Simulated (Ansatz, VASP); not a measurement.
## BiTe: VASP beside Ansatz

```xyz
2
Lattice="2.4227 1.3988 3.3671 -2.4227 1.3988 3.3671 0.0000 -2.7975 3.3671" Properties=species:S:1:pos:R:3 pbc="T T T"
Bi    0.0000    0.0000    5.0506
Te    0.0000    0.0000    0.0000
```

Change from the starting cell: strain +0.000 along x and y, +0.015 along z, atoms carried along.

Alike in both runs: task single point; functional PBEsol; k mesh 12 × 12 × 12; occupations gaussian, width 0.15 eV; no spin polarisation.

|  | VASP | Ansatz |
| --- | --- | --- |
| version | VASP 6.6.1 | Ansatz 0.2.0 |
| potentials or method | VASP PAW PBE potentials, release 64 (Bi_d, Te), cutoff 520 eV | scalar-relativistic, plane waves, PAW |
| valence electrons in the cell | 21 | 31 |

|  | VASP | Ansatz | Ansatz less VASP |
| --- | --- | --- | --- |
| gap on the k mesh at the Fermi level (eV) | none | none | - |
| pressure (GPa) | -3.0 | -3.0 | +0.03 |
| traceless stress, the component that is largest in VASP (GPa) | 0.13 | 0.13 | +0.002 |

VASP's potentials were made for PBE, not for PBEsol. A gap of «none» marks a metal or a gap that the smearing closes. VASP's potentials hold 21 valence electrons a cell and Ansatz's 31, so a difference there can come from the potentials and not from the codes.

Spin-orbit coupling is off throughout.
